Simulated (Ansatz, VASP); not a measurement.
# FeGe: VASP beside Ansatz

```xyz
2
Lattice="2.9949 0.0000 0.0000 -1.4975 2.5937 0.0000 0.0000 0.0000 3.4843" Properties=species:S:1:pos:R:3 pbc="T T T"
Fe    1.4975    0.8646    1.7421
Ge    0.0000    0.0000    0.0000
```

Change from the starting cell: species swapped into the WC type (P-6m2, No. 187).

Alike in both runs: functional PBE; k mesh 6 × 6 × 6; occupations gaussian, width 0.1 eV; collinear spin.

Ansatz relaxed the structure, and its values are those at the end. VASP's run is a single point on that final structure, the one shown.

|  | VASP | Ansatz |
| --- | --- | --- |
| version | VASP 6.6.1 | Ansatz 0.2.0 |
| potentials or method | VASP PAW PBE potentials, release 64 (Fe, Ge_d), cutoff 520 eV | scalar-relativistic, plane waves, PAW |
| valence electrons in the cell | 22 | 30 |

|  | VASP | Ansatz | Ansatz less VASP |
| --- | --- | --- | --- |
| gap on the k mesh at the Fermi level (eV) | none | none | - |
| pressure (GPa) | -0.1 | -0.1 | -0.07 |
| net moment per atom (μB) | 0.81 | 0.81 | 0.000 |
| size of the moment on the site where the two differ most (μB) | 0.07 | 0.05 | -0.021 |

Site moments also hang on the region over which each program counts them. A gap of «none» marks a metal or a gap that the smearing closes. With one functional, cell and mesh, what is left measures potentials, basis and numerics. VASP's potentials hold 22 valence electrons a cell and Ansatz's 30, so a difference there can come from the potentials and not from the codes.

The k mesh is coarse, so the values compare programs but aren't converged.
